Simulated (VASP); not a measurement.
LiF:

```xyz
2
Lattice="-1.2576 1.2576 2.1665 1.2576 -1.2576 2.1665 1.2576 1.2576 -2.1665" Properties=species:S:1:pos:R:3 pbc="T T T"
Li    0.0000    0.0000    1.2648
F     0.0000    0.0000    3.0681
```

The cell was generated, and may not be a known phase.

| Quantity | Value |
| --- | --- |
| Program | VASP 6.6.1 |
| Task | relaxation of cell and atoms |
| Functional | PBE |
| Potentials or basis | VASP PAW PBE potentials, release 64 (Li_sv, F) |
| Cutoff | 600 eV |
| k mesh | 10 × 10 × 10 |
| Occupations | gaussian, width 0.1 eV |
| Spin | no spin polarisation |

At the start: pressure 28.7 GPa; volume 6.85 Å³/atom.

Problem. How do energy, volume and symmetry change on relaxing?

Solution. Over 15 steps the energy falls by 168.1 meV/atom and the volume is 8.31 Å³/atom (+21.2 %); space group I4mm (No. 107, to 0.1 Å) before, Fm-3m (No. 225, to 0.1 Å).

The path:
```csv
step,energy change (eV),largest force (eV/Å),pressure (GPa),volume (Å³)
1,0.0000,0.1705,28.74,13.70
2,-0.2771,0.1329,6.23,16.29
3,-0.3018,0.1037,1.23,17.27
4,-0.3033,0.0944,-0.09,17.57
5,-0.3032,0.0916,-0.41,17.65
6,-0.3042,0.0794,-0.45,17.64
7,-0.3067,0.0489,-0.52,17.59
8,-0.3102,0.0090,-0.60,17.48
9,-0.3157,0.0104,-0.84,17.28
10,-0.3280,0.0485,-0.19,16.85
11,-0.3265,0.1627,0.39,16.64
12,-0.3290,0.0851,-0.07,16.77
13,-0.3324,0.0731,-0.19,16.72
14,-0.3357,0.0248,-0.03,16.55
15,-0.3363,0.0311,-0.18,16.62
```

Final structure:
```
CELL_PARAMETERS angstrom
-1.42777 1.42777 2.03777
1.42777 -1.42777 2.03777
1.42777 1.42777 -2.03777
ATOMIC_POSITIONS crystal
Li 0.24707 0.24707 0.00000
F 0.75293 0.75293 0.00000
```

Caveat: the cutoff is under 1.25 times the usual one of these potentials, so pressure, stress and relaxed cells hold a basis-set (Pulay) error; the volume moved by over 15 % at a fixed basis, so the end points are rough.
